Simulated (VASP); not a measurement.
# HfC (Fm-3m) in VASP: further runs, part 2 of 2

VASP 6.6.1.

**6. Single point, RPBE+D3(BJ), collinear spin, ferromagnetic start (volume scaled by 0.98)**

File INCAR:

```
SYSTEM = HfC
PREC = Accurate
ENCUT = 520
EDIFF = 1E-7
ISMEAR = -1
SIGMA = 0.1
LREAL = .FALSE.
LASPH = .TRUE.
NELM = 150
ALGO = Normal
ISIF = 2
LWAVE = .FALSE.
LCHARG = .FALSE.
ISPIN = 2
MAGMOM = 1 0
LORBIT = 11
NUPDOWN = 1.0
LMAXMIX = 4
GGA = RP
IVDW = 12
NBANDS = 18
```

File KPOINTS:

```
regular mesh
0
G
  10 10 10
  0 0 0
```

File POSCAR:

```
HfC
1.0
    0.0000000000      2.3093955030      2.3093955030
    2.3093955030      0.0000000000      2.3093955030
    2.3093955030      2.3093955030      0.0000000000
Hf C
1 1
Direct
    0.5000000000      0.5000000000      0.5000000000
    0.0000000000      0.0000000000      0.0000000000
```

Potentials or basis: VASP PAW PBE potentials, release 64 (Hf_pv, C).

Command:

```
> cat potpaw_PBE.64/Hf_pv/POTCAR potpaw_PBE.64/C/POTCAR > POTCAR
> mpirun -np 1 vasp_std > vasp.out
```

OUTCAR:

```text
SYSTEM = HfC
   PREC = Accurate
   ENCUT = 520
   EDIFF = 1E-7
   ISMEAR = -1
   LREAL = .FALSE.
   LASPH = .TRUE.
   NELM = 150
   ISIF = 2
   ISPIN = 2
   LORBIT = 11
   NUPDOWN = 1.0
   GGA = RP
   IVDW = 12
 IVDW          = 12

 ion  position               nearest neighbor table
   1  0.500  0.500  0.500-   2 2.31   2 2.31   2 2.31   2 2.31   2 2.31   2 2.31
   2  0.000  0.000  0.000-   1 2.31   1 2.31   1 2.31   1 2.31   1 2.31   1 2.31

  LATTYP: Found a face centered cubic cell.
 ALAT       =     4.6187910060

  Lattice vectors:

 A1 = (   0.0000000000,   2.3093955030,   2.3093955030)
 A2 = (   2.3093955030,   0.0000000000,   2.3093955030)
[... 1225 lines left out ...]

 VOLUME and BASIS-vectors are now :
 -----------------------------------------------------------------------------
  energy-cutoff  :      520.00
  volume of cell :       24.63
      direct lattice vectors                 reciprocal lattice vectors
     0.000000000  2.309395503  2.309395503    -0.216506873  0.216506873  0.216506873
     2.309395503  0.000000000  2.309395503     0.216506873 -0.216506873  0.216506873
     2.309395503  2.309395503  0.000000000     0.216506873  0.216506873 -0.216506873

 POSITION                                       TOTAL-FORCE (eV/Angst)
 -----------------------------------------------------------------------------------
      2.30940      2.30940      2.30940         0.000000      0.000000      0.000000
      0.00000      0.00000      0.00000        -0.000000     -0.000000     -0.000000
 -----------------------------------------------------------------------------------
    total drift:                                0.000000     -0.000000      0.000000

  FREE ENERGIE OF THE ION-ELECTRON SYSTEM (eV)
  ---------------------------------------------------
  free  energy   TOTEN  =       -23.7364606106 eV

  energy  without entropy=      -23.7098808521  energy(sigma->0) =      -23.72317073

 total charge

# of ion       s       p       d       tot
------------------------------------------
    1        0.317   6.604   1.731   8.652
    2        0.893   1.501   0.000   2.394
--------------------------------------------------
tot          1.210   8.106   1.731  11.046

 magnetization (x)

# of ion       s       p       d       tot
------------------------------------------
    1        0.006   0.061   0.311   0.378
    2        0.012   0.264   0.000   0.276
--------------------------------------------------
tot          0.018   0.325   0.311   0.654
```

OSZICAR:

```text
N       E                     dE             d eps       ncg     rms          rms(c)
DAV:   1     0.316723892582E+02    0.31672E+02   -0.70511E+03  3400   0.741E+02
DAV:   2    -0.198412900283E+02   -0.51514E+02   -0.48581E+02  4446   0.186E+02
DAV:   3    -0.213709354844E+02   -0.15296E+01   -0.15152E+01  3882   0.224E+01
DAV:   4    -0.213758361434E+02   -0.49007E-02   -0.49000E-02  4050   0.153E+00
DAV:   5    -0.213758488523E+02   -0.12709E-04   -0.12709E-04  3772   0.755E-02    0.557E+01
DAV:   6    -0.190381804239E+02    0.23377E+01   -0.46785E+00  3546   0.117E+01    0.413E+01
DAV:   7    -0.190423546578E+02   -0.41742E-02   -0.37269E-01  3680   0.385E+00    0.213E+01
DAV:   8    -0.190503498023E+02   -0.79951E-02   -0.69412E-02  3624   0.168E+00    0.495E+00
DAV:   9    -0.190438318003E+02    0.65180E-02   -0.94448E-03  3546   0.629E-01    0.959E-01
DAV:  10    -0.190435224475E+02    0.30935E-03   -0.18537E-03  3774   0.258E-01    0.430E-01
DAV:  11    -0.190436365181E+02   -0.11407E-03   -0.34595E-04  3676   0.142E-01    0.159E-01
DAV:  12    -0.190436125861E+02    0.23932E-04   -0.21355E-05  3664   0.356E-02    0.522E-02
DAV:  13    -0.190436137180E+02   -0.11319E-05   -0.19696E-06  3798   0.979E-03    0.884E-03
DAV:  14    -0.190436135257E+02    0.19232E-06   -0.52346E-07  3702   0.594E-03    0.111E-02
DAV:  15    -0.190436133462E+02    0.17947E-06   -0.56040E-08  1926   0.173E-03    0.131E-03
DAV:  16    -0.190436133697E+02   -0.23421E-07   -0.91018E-09  1848   0.586E-04
   1 F= -.23736461E+02 E0= -.23723171E+02  d E =-.265798E-01  mag=     1.0000
```

Wall time 14 s (1 thread of Intel Xeon 6975P-C (Granite Rapids), shared host); peak memory 0.18 GiB.

What came out:

| Item | Value |
| --- | --- |
| Free energy | -23.7365 eV |
| Pressure | -19.3 GPa |
| Net moment | 1.00 μB per cell |
| Site moments | Hf +0.38; C +0.28 μB |
| Valence electrons inside the program's atomic spheres | Hf 8.65; C 2.39 |
| Dispersion energy per atom | -2.346 eV |

Caveat: the cell differs from its parent crystal (volume scaled by 0.98); three body term missing; the PAW data sets were made with another functional, which shifts forces and pressure a little; spin-orbit coupling is left out, which moves the levels of the heavy elements; the total moment is fixed, so each spin has its own Fermi level.

**7. The runs side by side**

```csv
task,level,spin,fixed moment (μB),cell,cutoff (eV),smearing,gap on the mesh (eV),pressure (GPa),moment (μB),relaxed volume (Å³/atom)
relaxation of cell and atoms,BLYP,off,-,"relaxed from a = 3.288 Å, angles 60.0°, 2 atoms",600,fermi-dirac 0.05 eV,none,-0.1,-,12.98
relaxation of cell and atoms,r2SCAN,off,-,"relaxed from a = 3.288 Å, angles 60.0°, 2 atoms",600,fermi-dirac 0.05 eV,none,-0.1,-,12.44
single point,RPBE+D3(BJ),"collinear, ferromagnetic start",1.0,"a = 3.221 Å, angles 60.0°, 2 atoms",520,fermi-dirac 0.1 eV,-,-9.3,1.00,-
single point,RPBE+D3(BJ),"collinear, ferromagnetic start",1.0,"a = 3.244 Å, angles 60.0°, 2 atoms",520,fermi-dirac 0.1 eV,-,-14.6,1.00,-
single point,RPBE+D3(BJ),"collinear, ferromagnetic start",1.0,"a = 3.266 Å, angles 60.0°, 2 atoms",520,fermi-dirac 0.1 eV,-,-19.3,1.00,-
```

Alike in all rows: potentials or basis VASP PAW PBE potentials, release 64 (Hf_pv, C); k mesh 10 × 10 × 10.

Caveats: the PAW data sets were made with another functional, which shifts forces and pressure a little; spin-orbit coupling is left out, which moves the levels of the heavy elements; three body term missing (some runs); the total moment is fixed, so each spin has its own Fermi level (some runs).

Absolute energies hang on the potentials; compare differences alone.
